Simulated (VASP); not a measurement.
# Mg (P6_3/mmc) in VASP: a series of runs

The runs below take Mg through single point, relaxation of cell and atoms, with LDA.

Program: VASP 6.6.1. These are calculated values, not measurements. Logs are shortened: lines on timing, memory, paths and dates and some standing lists are left out, and cuts for length are marked.

## 1. The cell of the first run

It takes space group P6_3/mmc (No. 194, hexagonal). Conventional cell: a = 3.086 Å, b = 3.086 Å, c = 5.284 Å, α = 90.00°, β = 90.00°, γ = 120.00°. Within 4.1 Å of Mg (site symmetry -6m2) lie 12 Mg at 3.09 to 3.19 Å.

## 2. Single point, LDA

INCAR

```
ALGO = Normal
EDIFF = 1E-6
ENCUT = 520
GGA = CA
ISIF = 2
ISMEAR = 0
LASPH = True
LCHARG = True
LELF = True
LREAL = False
LVHAR = True
LWAVE = False
NBANDS = 9
NELM = 100
PREC = Accurate
SIGMA = 0.05
```

KPOINTS

```
k-points
0
Gamma
  7 7 4
```

POSCAR

```
Mg
1.0
    3.0860257175      0.0000000000      0.0000000000
   -1.5430128588      2.6725766681      0.0000000000
    0.0000000000      0.0000000000      5.2841665226
Mg
2
Direct
    0.3333333333      0.6666666667      0.2500000000
    0.6666666667      0.3333333333      0.7500000000
```

Potentials or basis: VASP PAW LDA potentials, release 64 (Mg).

Run with:

```sh
> cat potpaw_LDA.64/Mg/POTCAR > POTCAR
> mpirun -np 1 vasp_std > vasp.out
```

OUTCAR:

```text
EDIFF = 1E-6
   ENCUT = 520
   GGA = CA
   ISIF = 2
   ISMEAR = 0
   LASPH = True
   LREAL = False
   NELM = 100
   PREC = Accurate

 ion  position               nearest neighbor table
   1  0.333  0.667  0.250-   2 3.19   2 3.19   2 3.19   2 3.19   2 3.19   2 3.19
   2  0.667  0.333  0.750-   1 3.19   1 3.19   1 3.19   1 3.19   1 3.19   1 3.19

  LATTYP: Found a hexagonal cell.
 ALAT       =     3.0860257175
 C/A-ratio  =     1.7122885570

  Lattice vectors:

 A1 = (   3.0860257175,   0.0000000000,   0.0000000000)
 A2 = (  -1.5430128588,   2.6725766681,   0.0000000000)
 A3 = (   0.0000000000,   0.0000000000,   5.2841665226)

Analysis of symmetry for initial positions (statically):
=====================================================================
 Subroutine PRICEL returns:
 Original cell was already a primitive cell.

 Routine SETGRP: Setting up the symmetry group for a
 hexagonal supercell.

 Subroutine GETGRP returns: Found 24 space group operations
 (whereof 12 operations were pure point group operations)
 out of a pool of 24 trial point group operations.

The static configuration has the point symmetry D_3d.
 The point group associated with its full space group is D_6h.

Analysis of symmetry for dynamics (positions and initial velocities):
=====================================================================
 Subroutine PRICEL returns:
 Original cell was already a primitive cell.

 Routine SETGRP: Setting up the symmetry group for a
 hexagonal supercell.

 Subroutine GETGRP returns: Found 24 space group operations
 (whereof 12 operations were pure point group operations)
 out of a pool of 24 trial point group operations.

The dynamic configuration has the point symmetry D_3d.
 The point group associated with its full space group is D_6h.

 Subroutine INISYM returns: Found 24 space group operations
 (whereof 12 operations are pure point group operations),
 and found     1 'primitive' translations

----------------------------------------------------------------------------------------

                                     Primitive cell

  volume of cell :      43.5819

  direct lattice vectors                    reciprocal lattice vectors
     3.086025718  0.000000000  0.000000000     0.324041370  0.187085372  0.000000000
    -1.543012859  2.672576668  0.000000000     0.000000000  0.374170744  0.000000000
     0.000000000  0.000000000  5.284166523     0.000000000  0.000000000  0.189244604

  length of vectors
     3.086025718  3.086025718  5.284166523     0.374170744  0.374170744  0.189244604

  position of ions in fractional coordinates (direct lattice)
     0.333333333  0.666666667  0.250000000
     0.666666667  0.333333333  0.750000000

  ion indices of the primitive-cell ions
   primitive index   ion index
                 1           1
                 2           2

----------------------------------------------------------------------------------------

 KPOINTS: k-points

Automatic generation of k-mesh.
 Grid dimensions read from file:
 generate k-points for:    7    7    4

 Generating k-lattice:

  Cartesian coordinates                     Fractional coordinates (reciprocal lattice)
     0.046291624  0.026726482  0.000000000     0.142857143  0.000000000  0.000000000
     0.000000000  0.053452963  0.000000000     0.000000000  0.142857143  0.000000000
     0.000000000  0.000000000  0.047311151     0.000000000  0.000000000  0.250000000

  Length of vectors
     0.053452963  0.053452963  0.047311151

  Shift w.r.t. Gamma in fractional coordinates (k-lattice)
     0.000000000  0.000000000  0.000000000

 Subroutine IBZKPT returns following result:
 ===========================================

 Found     24 irreducible k-points:

 Following reciprocal coordinates:
            Coordinates               Weight
  0.000000  0.000000  0.000000      1.000000
  0.142857  0.000000  0.000000      6.000000
  0.285714  0.000000  0.000000      6.000000
  0.428571  0.000000  0.000000      6.000000
  0.142857  0.142857  0.000000      6.000000
  0.285714  0.142857  0.000000     12.000000
[... 16 lines left out ...]
  0.428571  0.142857  0.500000      6.000000
  0.285714  0.285714  0.500000      6.000000
   k-points           NKPTS =     24   k-points in BZ     NKDIM =     24   number of bands    NBANDS=      9
   number of dos      NEDOS =    301   number of ions     NIONS =      2
   total plane-waves  NPLWV =  23040
   dimension x,y,z NGX =    24 NGY =   24 NGZ =   40
   dimension x,y,z NGXF=    48 NGYF=   48 NGZF=   80
   ions per type =               2
   NGX,Y,Z   is equivalent  to a cutoff of  12.93, 12.93, 12.58 a.u.
   NGXF,Y,Z  is equivalent  to a cutoff of  25.86, 25.86, 25.17 a.u.
 SYSTEM =  unknown system
   PREC   = accura    normal or accurate (medium, high low for compatibility)
   ISTART =      0    job   : 0-new  1-cont  2-samecut
   ICHARG =      2    charge: 1-file 2-atom 10-const
   ISPIN  =      1    spin polarized calculation?
   LNONCOLLINEAR =      F non collinear calculations
   LSORBIT =      F    spin-orbit coupling
   LASPH  =      T    aspherical Exc in radial PAW
   ENCUT  =  520.0 eV  38.22 Ry    6.18 a.u.   5.74  5.74  9.83*2*pi/ulx,y,z
   NELM   =    100;   NELMIN=  2; NELMDL= -5     # of ELM steps
   EDIFF  = 0.1E-05   stopping-criterion for ELM
   LREAL  =      F    real-space projection
   EDIFFG = 0.1E-04   stopping-criterion for IOM
   NSW    =      0    number of steps for IOM
   IBRION =     -1    ionic relax: 0-MD 1-quasi-New 2-CG
   NFREE  =      0    steps in history (QN), initial steepest desc. (CG)
   ISIF   =      2    stress and relaxation
   ISYM   =      2    0-nonsym 1-usesym 2-fastsym
   POTIM  = 0.5000    time-step for ionic-motion
   TEBEG  =    0.0;   TEEND  =   0.0 temperature during run
   PSTRESS=    0.0 pullay stress
   NELECT =       4.0000    total number of electrons
   NUPDOWN=      -1.0000    fix difference up-down
   EMIN   =  10.00;   EMAX   =-10.00  energy-range for DOS
   EFERMI =   0.00;   METHOD = LEGACY
   ISMEAR =     0;   SIGMA  =   0.05  broadening in eV -4-tet -1-fermi 0-gaus
   EFERMI_NEDOS =   21; number of points for ismear=-14 and -15
   IALGO  =     38    algorithm
   IMIX   =      4    mixing-type and parameters
     AMIX     =   0.40;   BMIX     =  1.00
     AMIX_MAG =   1.60;   BMIX_MAG =  1.00
  volume/ion in A,a.u.               =      21.79       147.05
  Fermi-wavevector in a.u.,A,eV,Ry     =   0.738458  1.395484  7.419542  0.545321
  Thomas-Fermi vector in A             =   1.832386
   LORBIT       =      0    0 simple, 1 ext, 2 COOP (PROOUT), +10 PAW based schemes
   GGA     = CA    functional components
   LHFCALC =     F    Hartree Fock is set to
   AEXX    =    0.0000 exact exchange contribution
   IVDW    =     0    specifies the selected vdW correction
   LEPSILON=     F    determine dielectric tensor
   LRPA    =     F    only Hartree local field effects (RPA)
 non-spin polarized calculation
 Gauss-broadening in eV      SIGMA  =   0.05
  energy-cutoff  :      520.00
  volume of cell :       43.58
 maximum number of plane-waves:      1192
 NGX is ok and might be reduce to    24
   NGX = 11   NGY = 11   NGZ = 19

 number of electron       4.0000000 magnetization

 Free energy of the ion-electron system (eV)
  ---------------------------------------------------
  ext. energy  EPLUGINS =         0.00000000
  ---------------------------------------------------
  free energy    TOTEN  =        -3.65326709 eV

  energy without entropy =       -3.65251383  energy(sigma->0) =       -3.65289046

 E-fermi :   2.7394     XC(G=0):  -8.8475

 val. band max:        2.6916145842   @ k =   0.4286   0.1429   0.5000
 cond. band min:       2.8308794825   @ k =   0.4286   0.0000   0.2500
 fundamental gap:      0.1392648983
 Fermi energy:         2.7394183167

 k-point     1 :       0.0000    0.0000    0.0000
  band No.  band energies     occupation
      1      -4.4010      2.00000
      2       0.7422      2.00000
      3       0.9747      2.00000
      4      14.2877      0.00000
      5      14.5226      0.00000
      6      14.5226      0.00000
      7      14.8029      0.00000
      8      14.8029      0.00000
      9      16.1423      0.00000

 k-point     2 :       0.1429    0.0000    0.0000
  band No.  band energies     occupation
      1      -3.9712      2.00000
      2       1.1345      2.00000
      3       1.3928      2.00000
      4      10.2441      0.00000
      5      12.5667      0.00000
      6      13.0881      0.00000
      7      14.7633      0.00000
      8      14.9291      0.00000
      9      16.4364      0.00000

 k-point     3 :       0.2857    0.0000    0.0000
  band No.  band energies     occupation
      1      -2.6945      2.00000
      2       2.3138      2.00000
      3       2.5838      1.99999
      4       6.0401      0.00000
      5      10.3899      0.00000
      6      10.6380      0.00000
      7      11.1654      0.00000
      8      12.8801      0.00000
      9      15.4798      0.00000

 k-point     4 :       0.4286    0.0000    0.0000
  band No.  band energies     occupation
      1      -0.6089      2.00000
      2       2.1751      2.00000
      3       4.2827      0.00000
      4       4.8356      0.00000
      5       7.0750      0.00000
      6       7.4358      0.00000
      7      10.4664      0.00000
      8      11.7939      0.00000
      9      14.6591      0.00000
[... 205 lines left out ...]
 k-point    22 :       0.2857    0.1429    0.5000
  band No.  band energies     occupation
      1      -0.1423      2.00000
      2      -0.1423      2.00000
      3       5.4938      0.00000
      4       5.4938      0.00000
      5       8.2154      0.00000
      6       8.2154      0.00000
      7      10.4057      0.00000
      8      10.4057      0.00000
      9      15.1870      0.00000

 k-point    23 :       0.4286    0.1429    0.5000
  band No.  band energies     occupation
      1       1.9607      2.00000
      2       1.9607      2.00000
      3       2.6916      1.82365
      4       2.6916      1.82365
      5       7.9471      0.00000
      6       7.9471      0.00000
      7      12.2172      0.00000
      8      12.2172      0.00000
      9      12.6828      0.00000

 k-point    24 :       0.2857    0.2857    0.5000
  band No.  band energies     occupation
      1       1.8476      2.00000
      2       1.8476      2.00000
      3       4.3341      0.00000
      4       4.3341      0.00000
      5       5.3336      0.00000
      6       5.3336      0.00000
      7      12.0856      0.00000
      8      12.0856      0.00000
      9      14.3771      0.00000

------------------------ aborting loop because EDIFF is reached ----------------------------------------

  FORCE on cell =-STRESS in cart. coord.  units (eV):
  Direction    XX          YY          ZZ          XY          YZ          ZX
  --------------------------------------------------------------------------------------
  -------------------------------------------------------------------------------------
  Total       -0.0858863     -0.0858863     -0.0892490      0.0000000      0.0000000      0.0000000
  in kB       -3.1573916     -3.1573916     -3.2810129      0.0000000      0.0000000      0.0000000
  external PRESSURE =      -3.1985987 kB  Pullay stress =       0.0000000 kB

 VOLUME and BASIS-vectors are now :
 -----------------------------------------------------------------------------
  energy-cutoff  :      520.00
  volume of cell :       43.58
      direct lattice vectors                 reciprocal lattice vectors
     3.086025718  0.000000000  0.000000000     0.324041370  0.187085372  0.000000000
    -1.543012859  2.672576668  0.000000000     0.000000000  0.374170744  0.000000000
     0.000000000  0.000000000  5.284166523     0.000000000  0.000000000  0.189244604

 POSITION                                       TOTAL-FORCE (eV/Angst)
 -----------------------------------------------------------------------------------
     -0.00000      1.78172      1.32104        -0.000000      0.000000      0.000000
      1.54301      0.89086      3.96312         0.000000     -0.000000      0.000000
 -----------------------------------------------------------------------------------
    total drift:                                0.000000     -0.000000      0.000000

  FREE ENERGIE OF THE ION-ELECTRON SYSTEM (eV)
  ---------------------------------------------------
  free  energy   TOTEN  =        -3.6532670910 eV

  energy  without entropy=       -3.6525138295  energy(sigma->0) =       -3.65289046
```

Wall time 8.2 s (1 thread of Intel Xeon 8259CL, shared host); peak memory 0.14 GiB.

Results:

```
Free energy            : -3.6533 eV
Pressure               : -0.3 GPa
Band gap on the k mesh : zero (bands 2 and 3 overlap by 2.48 eV)
```

Levels at points of the mesh, in eV from the Fermi level:
```tsv
k point	band 1	band 2	band 3	band 4	band 5	band 6
(0.00, 0.00, 0.00)	-7.14	-2.00	-1.76	11.55	11.78	11.78
(0.00, 0.00, 0.50)	-5.80	-5.80	4.37	4.37	12.47	12.47
```

## 3. Relaxation of cell and atoms, LDA

This run uses another cell than the first one, of 23.24 Å³/atom.

INCAR

```
ALGO = Normal
EDIFF = 1E-6
EDIFFG = -0.01
ENCUT = 600
GGA = CA
IBRION = 2
ISIF = 3
ISMEAR = 0
LASPH = True
LCHARG = False
LREAL = False
LWAVE = False
NELM = 60
NSW = 80
PREC = Accurate
SIGMA = 0.05
```

KPOINTS is that of step 2.

POSCAR

```
Mg
1.0
    3.2093000000      0.0000000000      0.0000000000
   -1.6046500000      2.7793350000      0.0000000000
    0.0000000000      0.0000000000      5.2103000000
Mg
2
Direct
    0.3333333333      0.6666666667      0.2500000000
    0.6666666667      0.3333333333      0.7500000000
```

Potentials or basis: VASP PAW LDA potentials, release 64 (Mg).

Run with:

```sh
> cat potpaw_LDA.64/Mg/POTCAR > POTCAR
> mpirun -np 1 vasp_std > vasp.out
```

OUTCAR:

```text
EDIFF = 1E-6
   EDIFFG = -0.01
   ENCUT = 600
   GGA = CA
   IBRION = 2
   ISIF = 3
   ISMEAR = 0
   LASPH = True
   LREAL = False
   NELM = 60
   NSW = 80
   PREC = Accurate

 ion  position               nearest neighbor table
   1  0.333  0.667  0.250-   2 3.20   2 3.20   2 3.20   2 3.20   2 3.20   2 3.20
   2  0.667  0.333  0.750-   1 3.20   1 3.20   1 3.20   1 3.20   1 3.20   1 3.20

  LATTYP: Found a hexagonal cell.
 ALAT       =     3.2093000000
 C/A-ratio  =     1.6235004518

  Lattice vectors:

 A1 = (   3.2093000000,   0.0000000000,   0.0000000000)
 A2 = (  -1.6046500000,   2.7793350000,   0.0000000000)
 A3 = (   0.0000000000,   0.0000000000,   5.2103000000)

[... 183 lines left out ...]
  --------------------------------------------------------------------------------------
  -------------------------------------------------------------------------------------
  Total       -1.0621954     -1.0621951     -0.1713192      0.0000000     -0.0000000      0.0000000
  in kB      -36.6185410    -36.6185324     -5.9061267      0.0000000     -0.0000000      0.0000000
  external PRESSURE =     -26.3810667 kB  Pullay stress =       0.0000000 kB
[... 203 lines left out ...]
--------------------------------------- Ionic step        7  -------------------------------------------

 number of electron       4.0000000 magnetization

 Free energy of the ion-electron system (eV)
  ---------------------------------------------------
  ext. energy  EPLUGINS =         0.00000000
  ---------------------------------------------------
  free energy    TOTEN  =        -3.65372532 eV

  energy without entropy =       -3.65297001  energy(sigma->0) =       -3.65334767

 E-fermi :   2.7773     XC(G=0):  -8.8694

 val. band max:        2.7295031584   @ k =   0.4286   0.1429   0.5000
 cond. band min:       2.8684508653   @ k =   0.4286  -0.0000   0.2500
 fundamental gap:      0.1389477069
 Fermi energy:         2.7772818869

 k-point     1 :       0.0000    0.0000    0.0000
  band No.  band energies     occupation
      1      -4.3943      2.00000
      2       0.7680      2.00000
      3       1.0159      2.00000
      4      14.3781      0.00000
      5      14.5928      0.00000
      6      14.5928      0.00000
[... 234 lines left out ...]
  FREE ENERGIE OF THE ION-ELECTRON SYSTEM (eV)
  ---------------------------------------------------
  free  energy   TOTEN  =        -3.6537253245 eV

  energy  without entropy=       -3.6529700101  energy(sigma->0) =       -3.65334767

 reached required accuracy - stopping structural energy minimisation
```

CONTCAR:

```text
Mg
   1.00000000000000
     3.0798199459857507   -0.0000000000000000    0.0000000000000000
    -1.5399099729928754    2.6672020235636142   -0.0000000000000000
    -0.0000000000000000   -0.0000000000000000    5.2702756679653451
  Mg
     2
Direct
     0.3333333332999970    0.6666666667000030    0.2500000000000000
     0.6666666667000030    0.3333333332999970    0.7500000000000000

  0.00000000E+00  0.00000000E+00  0.00000000E+00
  0.00000000E+00  0.00000000E+00  0.00000000E+00
```

Wall time 50 s (1 thread of Intel Xeon 8259CL, shared host); peak memory 0.16 GiB.

What came out:

```
Free energy                           : -3.6537 eV
Relaxed volume                        : 21.65 Å³/atom
Relaxed cell                          : a = 3.080 Å, b = 3.080 Å, c = 5.270 Å, α = 90.00°, β = 90.00°, γ = 120.00°
Space group after relaxing (to 0.1 Å) : P6_3/mmc (No. 194)
Energy gained by relaxing             : 21.2 meV/atom
Ionic steps                           : 7
Pressure after relaxing               : -0.1 GPa
Band gap on the k mesh                : zero (bands 2 and 3 overlap by 2.48 eV)
```

Step by step:
```tsv
step	energy change (eV)	largest force (eV/Å)	pressure (GPa)	volume (Å³)
1	0.0000	0.0000	-2.64	46.47
2	-0.0356	0.0000	-0.76	43.94
3	-0.0384	0.0000	-0.03	43.17
4	-0.0387	0.0000	0.22	42.92
5	-0.0387	0.0000	0.29	42.85
6	-0.0404	0.0000	0.16	43.01
7	-0.0423	0.0000	-0.05	43.29
```

Final structure:
```
Mg
1.0
     3.07982    0.00000    0.00000
    -1.53991    2.66720    0.00000
     0.00000    0.00000    5.27028
Mg
2
Direct
  0.33333 0.66667 0.25000
  0.66667 0.33333 0.75000
```

Levels at points of the mesh, in eV from the Fermi level:
```csv
k point,band 1,band 2,band 3,band 4,band 5,band 6
"(0.00, 0.00, 0.00)",-7.17,-2.01,-1.76,11.60,11.82,11.82
"(0.00, 0.00, 0.50)",-5.82,-5.82,4.39,4.39,12.51,12.51
```

LDA usually gives volumes a few per cent too small. Zero-point motion and thermal expansion aren't in these numbers.

The gap in the log of VASP goes by the Fermi energy; the results here count the filled bands.